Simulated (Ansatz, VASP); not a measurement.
## TiAl3 in VASP and in Ansatz

```
CELL_PARAMETERS angstrom
-3.94796 0.00000 0.00000
0.00000 3.94796 3.94796
0.00000 3.94796 -3.94796
ATOMIC_POSITIONS crystal
Ti 0.00000 0.00000 0.00000
Ti 0.00000 0.50000 0.50000
Al 0.50000 0.73609 0.76391
Al 0.50000 0.26391 0.23609
Al 0.50000 0.73609 0.23609
Al 0.50000 0.26391 0.76391
Al 0.00000 0.50000 0.00000
Al 0.00000 0.00000 0.50000
```

Change from the starting cell: mode 4 frozen in at +0.000 Å and mode 18 at -0.110 Å (largest displacements).

Alike in both runs: task single point; functional PBEsol; k mesh 10 × 8 × 8; occupations gaussian, width 0.15 eV; no spin polarisation.

```csv
,VASP,Ansatz
version,VASP 6.6.1,Ansatz 0.2.0
potentials or method,"VASP PAW PBE potentials, release 64 (Ti_sv, Al), cutoff 520 eV","scalar-relativistic, plane waves, PAW"
valence electrons in the cell,42,42
```

```tsv
	VASP	Ansatz	Ansatz less VASP
gap on the k mesh at the Fermi level (eV)	none	none	-
pressure (GPa)	1.0	0.9	-0.14
traceless stress, the component that is largest in VASP (GPa)	-0.53	-0.53	+0.003
rms of the force components (eV/Å)	0.409	0.406	-0.0027
```

VASP's potentials were made for PBE, not for PBEsol, and Ansatz warns of the same on its side. Atom by atom the forces differ by 0.003 eV/Å (rms over components). A gap of «none» marks a metal or a gap that the smearing closes.
